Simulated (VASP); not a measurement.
GaSi62 (a cell with a defect): single point with PBE

GaSi62 (a cell with a defect):

```
Si Ga
1.0
    10.86000    0.00000    0.00000
     0.00000   10.86000    0.00000
     0.00000    0.00000   10.86000
Si Ga
62 1
Direct
  0.49975 0.00065 0.00051
  0.62266 0.12660 0.12643
  0.74797 0.24840 0.99588
  0.87166 0.37356 0.12066
  0.74774 0.99660 0.24900
  0.87224 0.12105 0.37349
  0.00131 0.00452 0.00433
  0.12162 0.13514 0.13506
  0.24857 0.25276 0.00271
  0.36795 0.37942 0.13198
  0.49898 0.50174 0.00262
  0.62524 0.62826 0.12560
  0.75164 0.74906 0.99573
  0.87412 0.87486 0.12270
  0.24846 0.00284 0.25281
  0.36865 0.13142 0.37924
  0.49625 0.25254 0.25248
  0.62523 0.37496 0.37470
  0.75048 0.49836 0.24825
  0.89138 0.60808 0.37251
  0.49962 0.00225 0.50192
  0.62556 0.12595 0.62788
  0.75085 0.24854 0.49793
  0.88922 0.37349 0.61006
  0.75167 0.99596 0.74883
  0.87482 0.12266 0.87407
  0.00040 0.49965 0.99971
  0.12606 0.62735 0.12370
  0.25193 0.75175 0.99720
  0.37353 0.87762 0.12538
  0.99027 0.26165 0.26133
  0.23771 0.50351 0.26207
  0.37532 0.62482 0.37458
  0.49896 0.75236 0.25093
  0.62561 0.87281 0.37692
  0.00040 0.99958 0.49958
  0.12598 0.12430 0.62658
  0.23769 0.26206 0.50204
  0.37480 0.37470 0.62437
  0.50085 0.49970 0.49964
  0.63029 0.62290 0.62289
  0.76032 0.74092 0.49428
  0.87717 0.87111 0.62213
  0.25138 0.99802 0.75189
  0.37367 0.12552 0.87745
  0.49874 0.25099 0.75201
  0.62466 0.37670 0.87357
  0.75894 0.49461 0.74267
  0.87721 0.62226 0.87147
  0.99984 0.75036 0.24910
  0.12421 0.87443 0.37491
  0.12564 0.61958 0.61937
  0.25139 0.75039 0.49911
  0.37639 0.87446 0.62478
  0.99994 0.24967 0.74995
  0.12425 0.37515 0.87448
  0.25107 0.49949 0.75030
  0.37683 0.62453 0.87392
  0.50288 0.74872 0.74843
  0.62398 0.87501 0.87476
  0.00310 0.74770 0.74793
  0.12316 0.87680 0.87674
  0.07336 0.41704 0.41387
```

- Program: VASP 6.6.1
- Task: single point
- Functional: PBE
- Potentials or basis: VASP PAW PBE potentials, release 64 (Si, Ga_d)
- Cutoff: 520 eV
- k mesh: 1 × 1 × 1
- Occupations: fermi-dirac, width 0.02 eV
- Spin: collinear spin

The largest force is 0.073 eV/Å, the net moment is 1.04 μB per cell and the site moments are Si -0.00, +0.00, +0.01, +0.06, +0.07, +0.03; Ga -0.00 μB. The valence electrons inside the program's atomic spheres are Si 1.70, 1.71, 1.69, 1.68, 1.64, 1.65, 1.67, 1.66; Ga 11.52.

Forces on the atoms (eV/Å):
```
Si   0.003  0.003  0.002
Si  -0.002  0.000  0.001
Si  -0.006  0.001 -0.006
Si   0.004  0.000 -0.002
Si  -0.005 -0.007 -0.003
Si   0.003 -0.001  0.003
Si  -0.007  0.000 -0.001
Si   0.005 -0.008 -0.008
Si  -0.006  0.001 -0.004
Si   0.002 -0.004  0.000
Si  -0.005  0.004  0.006
Si   0.002 -0.008  0.011
Si  -0.004 -0.004  0.000
Si   0.012 -0.004  0.019
Si  -0.005  0.001  0.003
Si  -0.010  0.010  0.004
Si   0.000  0.005  0.004
Si  -0.004  0.000  0.001
Si   0.004  0.007  0.005
Si   0.015 -0.012  0.005
Si  -0.010  0.009 -0.001
Si   0.001  0.005 -0.006
Si  -0.001  0.000  0.004
Si   0.011 -0.002 -0.010
Si  -0.003  0.003 -0.004
Si   0.010  0.014 -0.001
Si  -0.001  0.004  0.001
Si  -0.007  0.001 -0.015
Si  -0.006  0.001 -0.004
Si   0.000 -0.006  0.006
Si  -0.001 -0.019 -0.018
Si   0.012  0.009 -0.008
Si   0.009  0.003  0.008
Si   0.006  0.002 -0.002
Si  -0.005  0.002  0.012
Si   0.000  0.003  0.000
Si  -0.008 -0.015  0.004
Si   0.001  0.001 -0.002
Si   0.009  0.004  0.005
Si  -0.002  0.002  0.000
Si  -0.004  0.000  0.000
Si  -0.003 -0.002 -0.001
Si  -0.003  0.000  0.006
Si  -0.007  0.003 -0.002
Si   0.001  0.004 -0.004
Si   0.003  0.002 -0.001
Si  -0.006  0.008 -0.002
Si  -0.009  0.009  0.001
Si  -0.003  0.005  0.004
Si  -0.005  0.001  0.005
Si  -0.005  0.000 -0.005
Si   0.004  0.009  0.010
Si  -0.006  0.002  0.007
Si   0.004 -0.003 -0.004
Si  -0.007 -0.002  0.005
Si  -0.003 -0.005  0.001
Si  -0.004  0.008  0.003
Si   0.001 -0.004  0.000
Si   0.006 -0.002  0.000
Si  -0.002  0.000  0.000
Si  -0.001  0.008  0.007
Si  -0.002  0.003  0.000
Ga   0.044 -0.046 -0.036
```

Levels at points of the mesh, in eV from the Fermi level:
Spin up:
| k point | band 129 | band 130 | band 131 | band 132 | band 133 | band 134 | band 135 | band 136 |
| --- | --- | --- | --- | --- | --- | --- | --- | --- |
| (0.00, 0.00, 0.00) | -0.97 | -0.80 | -0.08 | -0.07 | 0.06 | 0.09 | 0.13 | 0.14 |
Spin down:
| k point | band 127 | band 128 | band 129 | band 130 | band 131 | band 132 | band 133 | band 134 | band 135 | band 136 |
| --- | --- | --- | --- | --- | --- | --- | --- | --- | --- | --- |
| (0.00, 0.00, 0.00) | -1.22 | -0.95 | -0.93 | -0.79 | -0.04 | 0.05 | 0.08 | 0.10 | 0.13 | 0.16 |

It used 2400 s of CPU time on 1 thread of AMD EPYC 7R13 Processor (Zen 3), with other jobs on the host.

Caveat: the k points lie up to 0.58 Å⁻¹ apart; the cell carries a net charge on a neutralising background, which shifts energy and pressure; the cell is charged against a uniform background, so pressure and absolute levels hang on convention.
